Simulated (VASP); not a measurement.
Input of a VASP 6.6.1 run:

Contents of INCAR:

```
SYSTEM = Re
  PREC = Accurate
  ENCUT = 600
  EDIFF = 1E-6
  ISMEAR = 0
  SIGMA = 0.05
  LREAL = .FALSE.
  LASPH = .TRUE.
  NELM = 80
  ALGO = Fast
  ISIF = 3
  LWAVE = .FALSE.
  LCHARG = .FALSE.
  GGA = PE
  IBRION = 2
  NSW = 80
  EDIFFG = -0.03
```

The input KPOINTS:

```
regular mesh
0
G
  8 8 4
  0 0 0
```

Contents of POSCAR:

```
Re
1.0
    2.7600000000      0.0000000000      0.0000000000
   -1.3800000000      2.3902301144      0.0000000000
    0.0000000000      0.0000000000      4.4574000000
Re
2
Direct
    0.3333333333      0.6666666667      0.7500000000
    0.6666666667      0.3333333333      0.2500000000
```

Potentials or basis: VASP PAW PBE potentials, release 64 (Re).

Run with:

```sh
$ cat potpaw_PBE.64/Re/POTCAR > POTCAR
$ mpirun -np 1 vasp_std > vasp.out
```

Task: Estimate the relaxed cell.

Result: a = 2.769 Å, b = 2.769 Å, c = 4.504 Å, α = 90.00°, β = 90.00°, γ = 120.00°.

Task: Predict the space group after relaxing (to 0.05 Å).

Result: P6_3/mmc (No. 194).

Task: Estimate the band gap on the k mesh.

Result: Zero (band 7 reaches 8.73 eV, above the bottom of band 8 at 6.04 eV).

Final structure:
```
Re
1.0
     2.76930    0.00000    0.00000
    -1.38465    2.39829    0.00000
     0.00000    0.00000    4.50442
Re
2
Direct
  0.33333 0.66667 0.75000
  0.66667 0.33333 0.25000
```

Caveat: spin-orbit coupling is left out, which moves the levels of the heavy elements.
